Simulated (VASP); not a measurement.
Input of a VASP 6.6.1 run:

The input POSCAR:

```
InSb
1.0
    0.0000000000      3.2764966262      3.2764966262
    3.2764966262      0.0000000000      3.2764966262
    3.2764966262      3.2764966262      0.0000000000
In Sb
1 1
Direct
    0.0000000000      0.0000000000      0.0000000000
    0.2500000000      0.2500000000      0.2500000000
```

INCAR.step1

```
SYSTEM = InSb
PREC = Accurate
ENCUT = 520
EDIFF = 1E-5
ISMEAR = -1
SIGMA = 0.02
LREAL = .FALSE.
LASPH = .TRUE.
NELM = 80
ALGO = Normal
ISIF = 2
LWAVE = .TRUE.
GGA = PE
NBANDS = 16
```

Contents of INCAR.step2:

```
SYSTEM = InSb
PREC = Accurate
ENCUT = 520
EDIFF = 1E-7
ISMEAR = -1
SIGMA = 0.02
LREAL = .FALSE.
LASPH = .TRUE.
NELM = 80
ALGO = Normal
ISIF = 2
LWAVE = .FALSE.
LCHARG = .TRUE.
GGA = PE
LHFCALC = .TRUE.
HFSCREEN = 0.2079
PRECFOCK = Normal
LELF = .TRUE.
LVHAR = .TRUE.
ISTART = 1
NBANDS = 16
```

The input KPOINTS:

```
Automatic mesh
0
G
  4 4 4
  0 0 0
```

Potentials or basis: VASP PAW PBE potentials, release 64 (In_d, Sb).

Launch:

```console
$ cat potpaw_PBE.64/In_d/POTCAR potpaw_PBE.64/Sb/POTCAR > POTCAR
$ cp INCAR.step1 INCAR
$ mpirun -np 1 vasp_std > vasp.out
$ cp INCAR.step2 INCAR
$ mpirun -np 1 vasp_std > vasp.out
```

(1) Estimate the band gap on the k mesh.

(2) Predict the pressure.

Results:

(1) 0.34 eV.

(2) -0.4 GPa.

Caveat: the PAW data sets were made with another functional, which shifts forces and pressure a little; spin-orbit coupling is left out, which moves the levels of the heavy elements.

**Experimental background.**

From “Electronic Structure and Epitaxy of CdTe Shells on InSb Nanowires”, 2021, arxiv:2111.05126, for a bulk crystal of InSb: band gap 0.24 eV.

A measured gap of InSb is 0.24 eV (quoted in “Electronic Structure and Epitaxy of CdTe Shells on InSb Nanowires”, 2021, arxiv:2111.05126); the calculated 0.34 eV misses it by +0.10 eV. Spin-orbit coupling on In, Sb is left out. The value is that of HSE06, without temperature or zero-point motion.
